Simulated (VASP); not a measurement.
# PbS (Cmcm) in VASP: notebook

PbS is run at these levels: BLYP+D3(BJ), RPBE; tasks: single point.

All numbers are computed with VASP 6.6.1; they aren't measurements. Logs are shortened: lines on timing, memory, paths and dates and some standing lists are left out, and cuts for length are marked.

**1. The cell of the first run**

Symmetry: Cmcm, No. 63, orthorhombic system. The conventional cell has a = 4.132 Å, b = 11.902 Å, c = 4.251 Å, α = 90.00°, β = 90.00°, γ = 90.00°. Pb (site symmetry m2m) has 5 S at 2.67 to 2.97 Å within 3.5 Å. Within 3.5 Å of S (site symmetry m2m) lie 5 Pb at 2.67 to 2.97 Å.

**2. Single point, BLYP+D3(BJ)**

Input file INCAR:

```
AGGAC    = 1.0          
AGGAX    = 1.0          
ALDAC    = 0.0          
ALDAX    = 1.0          
ALGO     = Normal         # electronic algorithm
EDIFF    = 1E-7           # SCF threshold, eV
ENCUT    = 520            # plane-wave cutoff, eV
GGA      = B5             # functional
ISIF     = 2              # what is computed and relaxed
ISMEAR   = -1             # smearing method
IVDW     = 12             # dispersion correction
LASPH    = True           # aspherical terms in the spheres
LCHARG   = False          # write CHGCAR
LREAL    = False          # projectors in reciprocal space
LWAVE    = False          # write WAVECAR
NBANDS   = 28             # bands
NELM     = 60             # most SCF steps
PREC     = Accurate       # precision mode
SIGMA    = 0.05           # smearing width, eV
VDW_A1   = 0.4298       
VDW_A2   = 4.2359       
VDW_S6   = 1.0          
VDW_S8   = 2.6996
```

Input file KPOINTS:

```
k-points
0
Gamma
  7 7 6
```

Input file POSCAR:

```
PbS
1.0
    2.0659928603     -5.9510856073      0.0000000000
    2.0659928603      5.9510856073      0.0000000000
    0.0000000000      0.0000000000      4.2505997999
Pb S
2 2
Direct
    0.1305633500      0.8694366500      0.2500000000
    0.8694366500      0.1305633500      0.7500000000
    0.3547970900      0.6452029100      0.2500000000
    0.6452029100      0.3547970900      0.7500000000
```

Potentials or basis: VASP PAW PBE potentials, release 64 (Pb_d, S).

Launch:

```console
> cat potpaw_PBE.64/Pb_d/POTCAR potpaw_PBE.64/S/POTCAR > POTCAR
> mpirun -np 1 vasp_std > vasp.out
```

OUTCAR:

```text
EDIFF = 1E-7
   ENCUT = 520
   GGA = B5
   ISIF = 2
   ISMEAR = -1
   IVDW = 12
   LASPH = True
   LREAL = False
   NELM = 60
   PREC = Accurate
 IVDW          = 12

 ion  position               nearest neighbor table
   1  0.131  0.869  0.250-   3 2.67   4 2.97   4 2.97   4 2.97   4 2.97   2 3.77   2 3.77   2 4.11
                             2 4.11   2 4.11   2 4.11
   2  0.869  0.131  0.750-   4 2.67   3 2.97   3 2.97   3 2.97   3 2.97   1 3.77   1 3.77   1 4.11
                             1 4.11   1 4.11   1 4.11
   3  0.355  0.645  0.250-   1 2.67   2 2.97   2 2.97   2 2.97   2 2.97
   4  0.645  0.355  0.750-   2 2.67   1 2.97   1 2.97   1 2.97   1 2.97

  LATTYP: Found a base centered orthorhombic cell.
 ALAT       =     4.1319857206
 B/A-ratio  =     2.8804966956
 C/A-ratio  =     1.0287063139

  Lattice vectors:

 A1 = (   2.0659928603,  -5.9510856073,   0.0000000000)
 A2 = (   2.0659928603,   5.9510856073,   0.0000000000)
 A3 = (   0.0000000000,   0.0000000000,   4.2505997999)

Analysis of symmetry for initial positions (statically):
=====================================================================
 Subroutine PRICEL returns:
 Original cell was already a primitive cell.

 Routine SETGRP: Setting up the symmetry group for a
 base centered orthorhombic supercell.

 Subroutine GETGRP returns: Found  8 space group operations
 (whereof  4 operations were pure point group operations)
 out of a pool of  8 trial point group operations.

The static configuration has the point symmetry C_2h.
 The point group associated with its full space group is D_2h.

Analysis of symmetry for dynamics (positions and initial velocities):
=====================================================================
 Subroutine PRICEL returns:
 Original cell was already a primitive cell.

 Routine SETGRP: Setting up the symmetry group for a
 base centered orthorhombic supercell.

 Subroutine GETGRP returns: Found  8 space group operations
 (whereof  4 operations were pure point group operations)
 out of a pool of  8 trial point group operations.

The dynamic configuration has the point symmetry C_2h.
 The point group associated with its full space group is D_2h.

 Subroutine INISYM returns: Found  8 space group operations
 (whereof  4 operations are pure point group operations),
 and found     1 'primitive' translations

----------------------------------------------------------------------------------------

                                     Primitive cell

  volume of cell :     104.5214

  direct lattice vectors                    reciprocal lattice vectors
     2.065992860 -5.951085607  0.000000000     0.242014389 -0.084018284  0.000000000
     2.065992860  5.951085607  0.000000000     0.242014389  0.084018284  0.000000000
     0.000000000  0.000000000  4.250599800     0.000000000  0.000000000  0.235260915

  length of vectors
     6.299503663  6.299503663  4.250599800     0.256183599  0.256183599  0.235260915

  position of ions in fractional coordinates (direct lattice)
     0.130563350  0.869436650  0.250000000
     0.869436650  0.130563350  0.750000000
     0.354797090  0.645202910  0.250000000
     0.645202910  0.354797090  0.750000000

  ion indices of the primitive-cell ions
   primitive index   ion index
                 1           1
                 2           2
                 3           3
                 4           4

----------------------------------------------------------------------------------------

 KPOINTS: k-points

Automatic generation of k-mesh.
 Grid dimensions read from file:
 generate k-points for:    7    7    6

 Generating k-lattice:

  Cartesian coordinates                     Fractional coordinates (reciprocal lattice)
     0.034573484 -0.012002612  0.000000000     0.142857143  0.000000000  0.000000000
     0.034573484  0.012002612  0.000000000     0.000000000  0.142857143  0.000000000
     0.000000000  0.000000000  0.039210153     0.000000000  0.000000000  0.166666667

  Length of vectors
     0.036597657  0.036597657  0.039210153

  Shift w.r.t. Gamma in fractional coordinates (k-lattice)
     0.000000000  0.000000000  0.000000000

 Subroutine IBZKPT returns following result:
 ===========================================

 Found     64 irreducible k-points:

 Following reciprocal coordinates:
            Coordinates               Weight
  0.000000  0.000000  0.000000      1.000000
  0.142857  0.000000  0.000000      4.000000
  0.285714  0.000000  0.000000      4.000000
  0.428571  0.000000  0.000000      4.000000
  0.142857  0.142857  0.000000      2.000000
  0.285714  0.142857  0.000000      4.000000
[... 16 lines left out ...]
  0.428571  0.142857  0.166667      8.000000
 -0.428571  0.142857  0.166667      8.000000
 [... further k-points ...]
   k-points           NKPTS =     64   k-points in BZ     NKDIM =     64   number of bands    NBANDS=     28
   number of dos      NEDOS =    301   number of ions     NIONS =      4
   total plane-waves  NPLWV =  73728
   dimension x,y,z NGX =    48 NGY =   48 NGZ =   32
   dimension x,y,z NGXF=    96 NGYF=   96 NGZF=   64
   ions per type =               2   2
   NGX,Y,Z   is equivalent  to a cutoff of  12.67, 12.67, 12.52 a.u.
   NGXF,Y,Z  is equivalent  to a cutoff of  25.33, 25.33, 25.03 a.u.
 SYSTEM =  unknown system
   PREC   = accura    normal or accurate (medium, high low for compatibility)
   ISTART =      0    job   : 0-new  1-cont  2-samecut
   ICHARG =      2    charge: 1-file 2-atom 10-const
   ISPIN  =      1    spin polarized calculation?
   LNONCOLLINEAR =      F non collinear calculations
   LSORBIT =      F    spin-orbit coupling
   LASPH  =      T    aspherical Exc in radial PAW
   ENCUT  =  520.0 eV  38.22 Ry    6.18 a.u.  11.71 11.71  7.90*2*pi/ulx,y,z
   NELM   =     60;   NELMIN=  2; NELMDL= -5     # of ELM steps
   EDIFF  = 0.1E-06   stopping-criterion for ELM
   LREAL  =      F    real-space projection
   EDIFFG = 0.1E-05   stopping-criterion for IOM
   NSW    =      0    number of steps for IOM
   IBRION =     -1    ionic relax: 0-MD 1-quasi-New 2-CG
   NFREE  =      0    steps in history (QN), initial steepest desc. (CG)
   ISIF   =      2    stress and relaxation
   ISYM   =      2    0-nonsym 1-usesym 2-fastsym
   POTIM  = 0.5000    time-step for ionic-motion
   TEBEG  =    0.0;   TEEND  =   0.0 temperature during run
   PSTRESS=    0.0 pullay stress
   NELECT =      40.0000    total number of electrons
   NUPDOWN=      -1.0000    fix difference up-down
   EMIN   =  10.00;   EMAX   =-10.00  energy-range for DOS
   EFERMI =   0.00;   METHOD = LEGACY
   ISMEAR =    -1;   SIGMA  =   0.05  broadening in eV -4-tet -1-fermi 0-gaus
   EFERMI_NEDOS =   21; number of points for ismear=-14 and -15
   IALGO  =     38    algorithm
   IMIX   =      4    mixing-type and parameters
     AMIX     =   0.40;   BMIX     =  1.00
     AMIX_MAG =   1.60;   BMIX_MAG =  1.00
  volume/ion in A,a.u.               =      26.13       176.34
  Fermi-wavevector in a.u.,A,eV,Ry     =   1.188575  2.246080 19.221078  1.412709
  Thomas-Fermi vector in A             =   2.324701
   LORBIT       =      0    0 simple, 1 ext, 2 COOP (PROOUT), +10 PAW based schemes
   GGA     = B5    functional components
   LHFCALC =     F    Hartree Fock is set to
   AEXX    =    0.0000 exact exchange contribution
   IVDW    =    12    specifies the selected vdW correction
   LEPSILON=     F    determine dielectric tensor
   LRPA    =     F    only Hartree local field effects (RPA)
 non-spin polarized calculation
  energy-cutoff  :      520.00
  volume of cell :      104.52
 maximum number of plane-waves:      2840
   NGX = 23   NGY = 23   NGZ = 15

 number of electron      40.0000003 magnetization

 Free energy of the ion-electron system (eV)
  ---------------------------------------------------
  ext. energy  EPLUGINS =         0.00000000
  ---------------------------------------------------
  free energy    TOTEN  =       -15.11410557 eV

  energy without entropy =      -15.11410543  energy(sigma->0) =      -15.11410550

 E-fermi :   6.1829     XC(G=0):  -9.1156

 val. band max:        5.5119975266   @ k =  -0.4286   0.4286   0.3333
 cond. band min:       6.7785170922   @ k =   0.4286   0.4286   0.0000
 fundamental gap:      1.2665195656
 Fermi energy:         6.1828679420

 k-point     1 :       0.0000    0.0000    0.0000
  band No.  band energies     occupation
      1     -10.8414      2.00000
      2     -10.7308      2.00000
      3     -10.7201      2.00000
      4     -10.7178      2.00000
      5     -10.6821      2.00000
      6     -10.6793      2.00000
[... 20 lines left out ...]
     27      11.6970      0.00000
     28      12.7627      0.00000

 k-point     2 :       0.1429    0.0000    0.0000
  band No.  band energies     occupation
      1     -10.8281      2.00000
      2     -10.7250      2.00000
      3     -10.7164      2.00000
      4     -10.7088      2.00000
      5     -10.6862      2.00000
      6     -10.6843      2.00000
[... 20 lines left out ...]
     27      12.0471      0.00000
     28      13.1786      0.00000

 k-point     3 :       0.2857    0.0000    0.0000
  band No.  band energies     occupation
      1     -10.7958      2.00000
      2     -10.7176      2.00000
      3     -10.7162      2.00000
      4     -10.7019      2.00000
      5     -10.6887      2.00000
      6     -10.6866      2.00000
[... 20 lines left out ...]
     27      13.1909      0.00000
     28      13.8085      0.00000

 k-point     4 :       0.4286    0.0000    0.0000
  band No.  band energies     occupation
      1     -10.7599      2.00000
      2     -10.7296      2.00000
      3     -10.7194      2.00000
      4     -10.7152      2.00000
      5     -10.6872      2.00000
      6     -10.6828      2.00000
[... 578 lines left out ...]
     27      12.6780      0.00000
     28      13.8723      0.00000

 k-point    23 :       0.4286    0.1429    0.1667
  band No.  band energies     occupation
      1     -10.7766      2.00000
      2     -10.7582      2.00000
      3     -10.7220      2.00000
      4     -10.6994      2.00000
      5     -10.6873      2.00000
      6     -10.6778      2.00000
[... 20 lines left out ...]
     27      13.0550      0.00000
     28      13.8301      0.00000

 k-point    24 :      -0.4286    0.1429    0.1667
  band No.  band energies     occupation
      1     -10.7946      2.00000
      2     -10.7349      2.00000
      3     -10.7170      2.00000
      4     -10.6988      2.00000
      5     -10.6907      2.00000
      6     -10.6799      2.00000
[... 20 lines left out ...]
     27      13.2528      0.00000
     28      14.0298      0.00000

 [... further k-points ...]

------------------------ aborting loop because EDIFF is reached ----------------------------------------

 Edisp (eV)   -3.23591

 E8    (eV) :    -2.4178

  FORCE on cell =-STRESS in cart. coord.  units (eV):
  Direction    XX          YY          ZZ          XY          YZ          ZX
  --------------------------------------------------------------------------------------
  -------------------------------------------------------------------------------------
  Total       0.63803     0.85052     0.67284     0.00000     0.00000     0.00000
  in kB       9.78024    13.03742    10.31374     0.00000     0.00000     0.00000
  external pressure =       11.04 kB  Pullay stress =        0.00 kB

 VOLUME and BASIS-vectors are now :
 -----------------------------------------------------------------------------
  energy-cutoff  :      520.00
  volume of cell :      104.52
      direct lattice vectors                 reciprocal lattice vectors
     2.065992860 -5.951085607  0.000000000     0.242014389 -0.084018284  0.000000000
     2.065992860  5.951085607  0.000000000     0.242014389  0.084018284  0.000000000
     0.000000000  0.000000000  4.250599800     0.000000000  0.000000000  0.235260915

 POSITION                                       TOTAL-FORCE (eV/Angst)
 -----------------------------------------------------------------------------------
      2.06599      4.39710      1.06265         0.000000      0.399707      0.000000
      2.06599     -4.39710      3.18795         0.000000     -0.399707     -0.000000
      2.06599      1.72823      1.06265         0.000000     -0.276583      0.000000
      2.06599     -1.72823      3.18795         0.000000      0.276583      0.000000
 -----------------------------------------------------------------------------------
    total drift:                               -0.000000     -0.000000      0.000000

  FREE ENERGIE OF THE ION-ELECTRON SYSTEM (eV)
  ---------------------------------------------------
  free  energy   TOTEN  =       -18.3500119766 eV

  energy  without entropy=      -18.3500118324  energy(sigma->0) =      -18.35001190
```

Run time: 3.8 min. Hardware: 1 thread of Intel Xeon 6975P-C, shared host; peak memory 0.36 GiB.

Results:

```yaml
Free_energy: -18.3500 eV
Pressure: 1.1 GPa
Largest_force: 0.400 eV/Å
Band_gap_on_the_k_mesh: 1.27 eV, indirect (least direct gap 1.50 eV)
Dispersion_energy_per_atom: -0.809 eV
```

Forces in eV/Å, atoms in the order of the input:
```
Pb   0.000  0.400  0.000
Pb   0.000 -0.400  0.000
S    0.000 -0.277  0.000
S    0.000  0.277  0.000
```

Stress tensor (GPa, compression positive):
```
0.98 0.00 0.00
0.00 1.30 0.00
0.00 0.00 1.03
```

Caveat: the PAW data sets were made with another functional, which shifts forces and pressure a little; spin-orbit coupling is left out, which moves the levels of the heavy elements. A k mesh can miss the band edges.

(Part 1 of 2 ends here.)
